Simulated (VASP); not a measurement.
Here is a VASP 6.6.1 calculation.

The input INCAR:

```
ALGO     = Normal         # electronic algorithm
EDIFF    = 1E-7           # SCF threshold, eV
EDIFFG   = -0.04          # ionic threshold
ENCUT    = 600            # plane-wave cutoff, eV
GGA      = PE             # functional
IBRION   = 2              # ionic algorithm
ISIF     = 3              # what is computed and relaxed
ISMEAR   = 0              # smearing method
LASPH    = T              # aspherical terms in the spheres
LCHARG   = F              # write CHGCAR
LREAL    = F              # projectors in reciprocal space
LWAVE    = F              # write WAVECAR
NELM     = 60             # most SCF steps
NSW      = 90             # ionic steps
PREC     = Accurate       # precision mode
SIGMA    = 0.1            # smearing width, eV
```

The input KPOINTS:

```
k-points
0
Gamma
  6 6 6
```

The input POSCAR:

```
Be3I
1.0
   -1.9428491083      1.9428491083      4.3398707353
    1.9428491083     -1.9428491083      4.3398707353
    1.9428491083      1.9428491083     -4.3398707353
Be I
3 1
Direct
    0.5000000000      0.5000000000      0.0000000000
    0.2500000000      0.7500000000      0.5000000000
    0.7500000000      0.2500000000      0.5000000000
    0.0000000000      0.0000000000      0.0000000000
```

Potentials or basis: VASP PAW PBE potentials, release 64 (Be, I).

Launch:

```console
$ cat potpaw_PBE.64/Be/POTCAR potpaw_PBE.64/I/POTCAR > POTCAR
$ mpirun -np 1 vasp_std > vasp.out
```

Task: Estimate the relaxed cell.

Result: a = 6.137 Å, b = 6.137 Å, c = 6.137 Å, α = 147.08°, β = 147.08°, γ = 47.25°.

Task: Estimate the relaxed volume.

Result: 17.00 Å³/atom.

Task: What does it give for the space group after relaxing (to 0.1 Å)?

Result: I4/mmm (No. 139).

Stress tensor (GPa, compression positive):
```
-0.14  0.00  0.00
 0.00 -0.14  0.00
 0.00  0.00 -0.01
```

Caveat: a cell axis changed by over 15 % at a fixed basis, so the end point is rough.
